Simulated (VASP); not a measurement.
O: single point with PBEsol

Crystal: O.

```
O
1.0
     1.77559    0.00000    0.00000
     0.00000    1.77559    0.00000
     0.00000    0.00000    3.05305
O
1
Direct
  0.00000 0.00000 0.00000
```

```yaml
Program: VASP 6.6.1
Task: single point
Functional: PBEsol
Potentials_or_basis: VASP PAW PBE potentials, release 64 (O)
Cutoff: 600 eV
k_mesh: 13 × 13 × 8
Occupations: fermi-dirac, width 0.1 eV
Spin: no spin polarisation
```

```
Pressure               : -1.3 GPa
Band gap on the k mesh : zero (band 3 reaches 4.32 eV, above the bottom of band 4 at -0.90 eV)
```

Stress tensor (GPa, compression positive):
```
-2.67  0.00  0.00
 0.00 -2.67  0.00
 0.00  0.00  1.38
```

Levels at points of the mesh, in eV from the Fermi level:
| k point | band 1 | band 2 | band 3 | band 4 | band 5 | band 6 | band 7 | band 8 |
| --- | --- | --- | --- | --- | --- | --- | --- | --- |
| (0.00, 0.00, 0.00) | -22.95 | -4.66 | 3.68 | 3.68 | 8.33 | 27.81 | 29.62 | 33.86 |
| (0.00, 0.00, 0.50) | -22.74 | -6.46 | 3.69 | 3.69 | 13.08 | 23.92 | 32.08 | 34.41 |

It took 15 s on 1 thread of Intel Xeon 8259CL (shared host), peak memory 0.12 GiB.

Caveat: the PAW data sets were made with another functional, which shifts forces and pressure a little.
